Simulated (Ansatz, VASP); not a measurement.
## Hf4C3 in VASP and in Ansatz

```
Hf C
1.0
    -2.86012    2.86012    2.86012
     2.86012   -2.86012    2.86012
     2.86012    2.86012   -2.86012
Hf C
4 3
Cartesian
  1.1055 1.1055 1.1055
  1.7546 1.7546 -1.7546
  1.7546 -1.7546 1.7546
  -1.7546 1.7546 1.7546
  2.8601 0.0000 0.0000
  0.0000 2.8601 0.0000
  0.0000 0.0000 2.8601
```

Alike in both runs: functional PBE; k mesh 10 × 10 × 10; occupations gaussian, width 0.1 eV; no spin polarisation.

Ansatz relaxed the structure, and its values are those at the end. VASP's run is a single point on that final structure, the one shown.

|  | VASP | Ansatz |
| --- | --- | --- |
| version | VASP 6.6.1 | Ansatz 0.2.0 |
| potentials or method | VASP PAW PBE potentials, release 64 (Hf_pv, C), cutoff 520 eV | scalar-relativistic, plane waves, PAW |
| valence electrons in the cell | 52 | 116 |

```tsv
	VASP	Ansatz	Ansatz less VASP
gap on the k mesh at the Fermi level (eV)	none	none	-
pressure (GPa)	-1.0	0.0	+0.96
```

A gap of «none» marks a metal or a gap that the smearing closes. With one functional, cell and mesh, what is left measures potentials, basis and numerics. VASP's potentials hold 52 valence electrons a cell and Ansatz's 116, so a difference there can come from the potentials and not from the codes.

Spin-orbit coupling is off throughout.
